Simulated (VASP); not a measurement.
# Cd (P6_3/mmc) in VASP: single point with PBE

Aim: the single point of Cd with PBE.

Program: VASP 6.6.1. These are calculated values, not measurements. Logs are shortened: lines on timing, memory, paths and dates and some standing lists are left out, and cuts for length are marked.

## 1. The cell of the first run

Symmetry: P6_3/mmc, No. 194, hexagonal system. The conventional cell has a = 2.830 Å, b = 2.830 Å, c = 5.477 Å, α = 90.00°, β = 90.00°, γ = 120.00°. Within 3.7 Å of Cd (site symmetry -6m2) lie 12 Cd at 2.83 to 3.19 Å.

## 2. Single point, PBE (strain -0.050 along x and y, -0.025 along z)

The input, INCAR:

```
  PREC = Accurate
  ENCUT = 520
  EDIFF = 1E-6
  ISMEAR = 0
  SIGMA = 0.15
  LREAL = False
  LASPH = True
  NELM = 60
  ALGO = Normal
  ISIF = 2
  LWAVE = False
  LCHARG = False
  GGA = PE
  NBANDS = 19
```

The input, KPOINTS:

```
regular mesh
0
Gamma
  18 18 8
```

The input, POSCAR:

```
Cd
1.0
    2.8299288827      0.0000000000      0.0000000000
   -1.4149644413      2.4507903033      0.0000000000
    0.0000000000      0.0000000000      5.4772087500
Cd
2
Direct
    0.3333333333      0.6666666667      0.2500000000
    0.6666666667      0.3333333333      0.7500000000
```

Potentials or basis: VASP PAW PBE potentials, release 64 (Cd).

Run with:

```bash
$ cat potpaw_PBE.64/Cd/POTCAR > POTCAR
$ mpirun -np 1 vasp_std > vasp.out
```

OUTCAR:

```text
PREC = Accurate
   ENCUT = 520
   EDIFF = 1E-6
   ISMEAR = 0
   LREAL = False
   LASPH = True
   NELM = 60
   ISIF = 2
   GGA = PE

 ion  position               nearest neighbor table
   1  0.333  0.667  0.250-   2 3.19   2 3.19   2 3.19   2 3.19   2 3.19   2 3.19
   2  0.667  0.333  0.750-   1 3.19   1 3.19   1 3.19   1 3.19   1 3.19   1 3.19

  LATTYP: Found a hexagonal cell.
 ALAT       =     2.8299288827
 C/A-ratio  =     1.9354580899

  Lattice vectors:

 A1 = (   2.8299288827,   0.0000000000,   0.0000000000)
 A2 = (  -1.4149644413,   2.4507903033,   0.0000000000)
 A3 = (   0.0000000000,   0.0000000000,   5.4772087500)

Analysis of symmetry for initial positions (statically):
=====================================================================
 Subroutine PRICEL returns:
 Original cell was already a primitive cell.

 Routine SETGRP: Setting up the symmetry group for a
 hexagonal supercell.

 Subroutine GETGRP returns: Found 24 space group operations
 (whereof 12 operations were pure point group operations)
 out of a pool of 24 trial point group operations.

The static configuration has the point symmetry D_3d.
 The point group associated with its full space group is D_6h.

Analysis of symmetry for dynamics (positions and initial velocities):
=====================================================================
 Subroutine PRICEL returns:
 Original cell was already a primitive cell.

 Routine SETGRP: Setting up the symmetry group for a
 hexagonal supercell.

 Subroutine GETGRP returns: Found 24 space group operations
 (whereof 12 operations were pure point group operations)
 out of a pool of 24 trial point group operations.

The dynamic configuration has the point symmetry D_3d.
 The point group associated with its full space group is D_6h.

 Subroutine INISYM returns: Found 24 space group operations
 (whereof 12 operations are pure point group operations),
 and found     1 'primitive' translations

----------------------------------------------------------------------------------------

                                     Primitive cell

  volume of cell :      37.9875

  direct lattice vectors                    reciprocal lattice vectors
     2.829928883  0.000000000  0.000000000     0.353365770  0.204015823  0.000000000
    -1.414964441  2.450790303  0.000000000     0.000000000  0.408031645  0.000000000
     0.000000000  0.000000000  5.477208750     0.000000000  0.000000000  0.182574747

  length of vectors
     2.829928883  2.829928883  5.477208750     0.408031645  0.408031645  0.182574747

  position of ions in fractional coordinates (direct lattice)
     0.333333333  0.666666667  0.250000000
     0.666666667  0.333333333  0.750000000

  ion indices of the primitive-cell ions
   primitive index   ion index
                 1           1
                 2           2

----------------------------------------------------------------------------------------

 KPOINTS: regular mesh

Automatic generation of k-mesh.
 Grid dimensions read from file:
 generate k-points for:   18   18    8

 Generating k-lattice:

  Cartesian coordinates                     Fractional coordinates (reciprocal lattice)
     0.019631432  0.011334212  0.000000000     0.055555556  0.000000000  0.000000000
     0.000000000  0.022668425  0.000000000     0.000000000  0.055555556  0.000000000
     0.000000000  0.000000000  0.022821843     0.000000000  0.000000000  0.125000000

  Length of vectors
     0.022668425  0.022668425  0.022821843

  Shift w.r.t. Gamma in fractional coordinates (k-lattice)
     0.000000000  0.000000000  0.000000000

 Subroutine IBZKPT returns following result:
 ===========================================

 Found    185 irreducible k-points:

 Following reciprocal coordinates:
            Coordinates               Weight
  0.000000  0.000000  0.000000      1.000000
  0.055556 -0.000000  0.000000      6.000000
  0.111111 -0.000000  0.000000      6.000000
  0.166667  0.000000  0.000000      6.000000
  0.222222 -0.000000  0.000000      6.000000
  0.277778 -0.000000  0.000000      6.000000
[... 16 lines left out ...]
  0.333333  0.111111  0.000000     12.000000
  0.388889  0.111111  0.000000     12.000000
 [... further k-points ...]
   k-points           NKPTS =    185   k-points in BZ     NKDIM =    185   number of bands    NBANDS=     19
   number of dos      NEDOS =    301   number of ions     NIONS =      2
   total plane-waves  NPLWV =  24192
   dimension x,y,z NGX =    24 NGY =   24 NGZ =   42
   dimension x,y,z NGXF=    48 NGYF=   48 NGZF=   84
   ions per type =               2
   NGX,Y,Z   is equivalent  to a cutoff of  14.10, 14.10, 12.75 a.u.
   NGXF,Y,Z  is equivalent  to a cutoff of  28.20, 28.20, 25.50 a.u.
 SYSTEM =  unknown system
   PREC   = accura    normal or accurate (medium, high low for compatibility)
   ISTART =      0    job   : 0-new  1-cont  2-samecut
   ICHARG =      2    charge: 1-file 2-atom 10-const
   ISPIN  =      1    spin polarized calculation?
   LNONCOLLINEAR =      F non collinear calculations
   LSORBIT =      F    spin-orbit coupling
   LASPH  =      T    aspherical Exc in radial PAW
   ENCUT  =  520.0 eV  38.22 Ry    6.18 a.u.   5.26  5.26 10.18*2*pi/ulx,y,z
   NELM   =     60;   NELMIN=  2; NELMDL= -5     # of ELM steps
   EDIFF  = 0.1E-05   stopping-criterion for ELM
   LREAL  =      F    real-space projection
   EDIFFG = 0.1E-04   stopping-criterion for IOM
   NSW    =      0    number of steps for IOM
   IBRION =     -1    ionic relax: 0-MD 1-quasi-New 2-CG
   NFREE  =      0    steps in history (QN), initial steepest desc. (CG)
   ISIF   =      2    stress and relaxation
   ISYM   =      2    0-nonsym 1-usesym 2-fastsym
   POTIM  = 0.5000    time-step for ionic-motion
   TEBEG  =    0.0;   TEEND  =   0.0 temperature during run
   PSTRESS=    0.0 pullay stress
   NELECT =      24.0000    total number of electrons
   NUPDOWN=      -1.0000    fix difference up-down
   EMIN   =  10.00;   EMAX   =-10.00  energy-range for DOS
   EFERMI =   0.00;   METHOD = LEGACY
   ISMEAR =     0;   SIGMA  =   0.15  broadening in eV -4-tet -1-fermi 0-gaus
   EFERMI_NEDOS =   21; number of points for ismear=-14 and -15
   IALGO  =     38    algorithm
   IMIX   =      4    mixing-type and parameters
     AMIX     =   0.40;   BMIX     =  1.00
     AMIX_MAG =   1.60;   BMIX_MAG =  1.00
  volume/ion in A,a.u.               =      18.99       128.18
  Fermi-wavevector in a.u.,A,eV,Ry     =   1.404747  2.654588 26.848586  1.973315
  Thomas-Fermi vector in A             =   2.527278
   LORBIT       =      0    0 simple, 1 ext, 2 COOP (PROOUT), +10 PAW based schemes
   GGA     = PE    functional components
   LHFCALC =     F    Hartree Fock is set to
   AEXX    =    0.0000 exact exchange contribution
   IVDW    =     0    specifies the selected vdW correction
   LEPSILON=     F    determine dielectric tensor
   LRPA    =     F    only Hartree local field effects (RPA)
 non-spin polarized calculation
 Gauss-broadening in eV      SIGMA  =   0.15
  energy-cutoff  :      520.00
  volume of cell :       37.99
 maximum number of plane-waves:      1036
 NGX is ok and might be reduce to    24
   NGX = 11   NGY = 11   NGZ = 21

 number of electron      24.0000000 magnetization

 Free energy of the ion-electron system (eV)
  ---------------------------------------------------
  ext. energy  EPLUGINS =         0.00000000
  ---------------------------------------------------
  free energy    TOTEN  =        -1.17773715 eV

  energy without entropy =       -1.17431446  energy(sigma->0) =       -1.17602580

 E-fermi :   4.0269     XC(G=0): -11.7212

 val. band max:        3.9903672757   @ k =   0.3333   0.1111   0.0000
 cond. band min:       4.0651029785   @ k =   0.0556   0.0556   0.2500
 fundamental gap:      0.0747357028
 Fermi energy:         4.0269416039

 k-point     1 :       0.0000    0.0000    0.0000
  band No.  band energies     occupation
      1      -6.6077      2.00000
      2      -6.3614      2.00000
      3      -5.7298      2.00000
      4      -5.7007      2.00000
      5      -5.7007      2.00000
      6      -5.6404      2.00000
[... 11 lines left out ...]
     18      20.8126      0.00000
     19      20.8126      0.00000

 k-point     2 :       0.0556   -0.0000    0.0000
  band No.  band energies     occupation
      1      -6.5623      2.00000
      2      -6.2966      2.00000
      3      -5.7345      2.00000
      4      -5.6790      2.00000
      5      -5.6625      2.00000
      6      -5.6449      2.00000
[... 11 lines left out ...]
     18      19.9677      0.00000
     19      21.1715      0.00000

 k-point     3 :       0.1111   -0.0000    0.0000
  band No.  band energies     occupation
      1      -6.4438      2.00000
      2      -6.1505      2.00000
      3      -5.7833      2.00000
      4      -5.6996      2.00000
      5      -5.5510      2.00000
      6      -5.4951      2.00000
[... 11 lines left out ...]
     18      19.5343      0.00000
     19      21.0616      0.00000

 k-point     4 :       0.1667    0.0000    0.0000
  band No.  band energies     occupation
      1      -6.3295      2.00000
      2      -6.0425      2.00000
      3      -5.8490      2.00000
      4      -5.6619      2.00000
      5      -5.3762      2.00000
      6      -5.3259      2.00000
[... 11 lines left out ...]
     18      19.0170      0.00000
     19      19.2749      0.00000

 k-point     5 :       0.2222   -0.0000    0.0000
  band No.  band energies     occupation
      1      -6.3404      2.00000
      2      -6.0809      2.00000
      3      -5.7751      2.00000
      4      -5.5460      2.00000
      5      -5.5197      2.00000
      6      -5.2113      2.00000
[... 11 lines left out ...]
     18      17.3813      0.00000
     19      18.8368      0.00000
[... 334 lines left out ...]
      2      -6.0526      2.00000
      3      -5.8000      2.00000
      4      -5.7032      2.00000
      5      -5.4590      2.00000
      6      -5.4372      2.00000
[... 11 lines left out ...]
     18      17.5865      0.00000
     19      17.7490      0.00000

 k-point    22 :       0.2778    0.1111    0.0000
  band No.  band energies     occupation
      1      -6.4007      2.00000
      2      -6.1746      2.00000
      3      -5.9819      2.00000
      4      -5.5398      2.00000
      5      -5.5121      2.00000
      6      -5.2412      2.00000
[... 11 lines left out ...]
     18      17.0871      0.00000
     19      17.1603      0.00000

 k-point    23 :       0.3333    0.1111    0.0000
  band No.  band energies     occupation
      1      -6.5023      2.00000
      2      -6.2748      2.00000
      3      -6.1175      2.00000
      4      -5.6000      2.00000
      5      -5.3648      2.00000
      6      -5.3198      2.00000
[... 11 lines left out ...]
     18      16.5560      0.00000
     19      16.7952      0.00000

 k-point    24 :       0.3889    0.1111    0.0000
  band No.  band energies     occupation
      1      -6.5687      2.00000
      2      -6.3399      2.00000
      3      -6.2008      2.00000
      4      -5.6364      2.00000
      5      -5.3730      2.00000
      6      -5.2732      2.00000
[... 11 lines left out ...]
     18      16.2135      0.00000
     19      16.5719      0.00000

 [... further k-points ...]
[... 5 lines left out ...]
  --------------------------------------------------------------------------------------
  -------------------------------------------------------------------------------------
  Total        4.3415775      4.3415775      2.4517107      0.0000000      0.0000000      0.0000000
  in kB      183.1121528    183.1121528    103.4043549      0.0000000      0.0000000      0.0000000
  external PRESSURE =     156.5428868 kB  Pullay stress =       0.0000000 kB

 VOLUME and BASIS-vectors are now :
 -----------------------------------------------------------------------------
  energy-cutoff  :      520.00
  volume of cell :       37.99
      direct lattice vectors                 reciprocal lattice vectors
     2.829928883  0.000000000  0.000000000     0.353365770  0.204015823  0.000000000
    -1.414964441  2.450790303  0.000000000     0.000000000  0.408031645  0.000000000
     0.000000000  0.000000000  5.477208750     0.000000000  0.000000000  0.182574747

 POSITION                                       TOTAL-FORCE (eV/Angst)
 -----------------------------------------------------------------------------------
     -0.00000      1.63386      1.36930        -0.000000     -0.000000      0.000000
      1.41496      0.81693      4.10791         0.000000      0.000000     -0.000000
 -----------------------------------------------------------------------------------
    total drift:                               -0.000000      0.000000      0.000000

  FREE ENERGIE OF THE ION-ELECTRON SYSTEM (eV)
  ---------------------------------------------------
  free  energy   TOTEN  =        -1.1777371469 eV

  energy  without entropy=       -1.1743144623  energy(sigma->0) =       -1.17602580
```

Run time: 63 s. Hardware: 1 thread of Intel Xeon Platinum 8375C at 2.90GHz (Ice Lake), shared host; peak memory 0.24 GiB.

What came out:

| Quantity | Value |
| --- | --- |
| Free energy | -1.1777 eV |
| Pressure | 15.7 GPa |
| Band gap on the k mesh | zero (band 12 reaches 5.79 eV, above the bottom of band 13 at 0.76 eV) |

Levels at points of the mesh, in eV from the Fermi level:
| k point | band 9 | band 10 | band 11 | band 12 | band 13 | band 14 | band 15 | band 16 |
| --- | --- | --- | --- | --- | --- | --- | --- | --- |
| (0.00, 0.00, 0.00) | -8.98 | -8.69 | -8.69 | -3.82 | -3.27 | 10.55 | 15.17 | 15.55 |
| (0.50, 0.00, 0.00) | -8.32 | -8.29 | -2.68 | -1.81 | 2.12 | 3.09 | 3.82 | 5.53 |
| (0.00, 0.00, 0.50) | -8.82 | -8.82 | -8.19 | -8.19 | 3.60 | 3.60 | 15.54 | 15.54 |
| (0.50, 0.00, 0.50) | -8.30 | -8.30 | -1.93 | -1.93 | 0.50 | 0.50 | 8.40 | 8.40 |

Caveat: the cell differs from its parent crystal (strain -0.050 along x and y, -0.025 along z).
